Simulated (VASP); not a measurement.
A run of VASP 6.6.1 is set up as follows.

File INCAR:

```
  PREC = Accurate
  ENCUT = 500
  EDIFF = 1E-6
  ISMEAR = 0
  SIGMA = 0.01
  LREAL = False
  LASPH = True
  NELM = 120
  ALGO = Normal
  ISIF = 2
  LWAVE = False
  LCHARG = True
  GGA = LIBXC
  LIBXC1 = GGA_X_PBE
  LIBXC2 = GGA_C_PBE_SOL
  LELF = True
  LVHAR = True
  NBANDS = 13
  GGA_COMPAT = False
```

The input KPOINTS:

```
Automatic mesh
0
Gamma
  9 9 9
```

The input POSCAR:

```
Pb
1.0
   -2.0184862782      2.0184862782      2.0184862782
    2.0184862782     -2.0184862782      2.0184862782
    2.0184862782      2.0184862782     -2.0184862782
Pb
1
Direct
    0.0000000000      0.0000000000      0.0000000000
```

Potentials or basis: VASP PAW PBE potentials, release 64 (Pb_d).

Launch:

```bash
$ cat potpaw_PBE.64/Pb_d/POTCAR > POTCAR
$ mpirun -np 1 vasp_std > vasp.out
```

(1) Predict the pressure.

(2) Predict the band gap on the k mesh.

Answers

(1) -1.1 GPa.

(2) zero (bands 7 and 8 overlap by 8.68 eV).

Caveat: the PAW data sets were made with another functional, which shifts forces and pressure a little; spin-orbit coupling is left out, which moves the levels of the heavy elements.
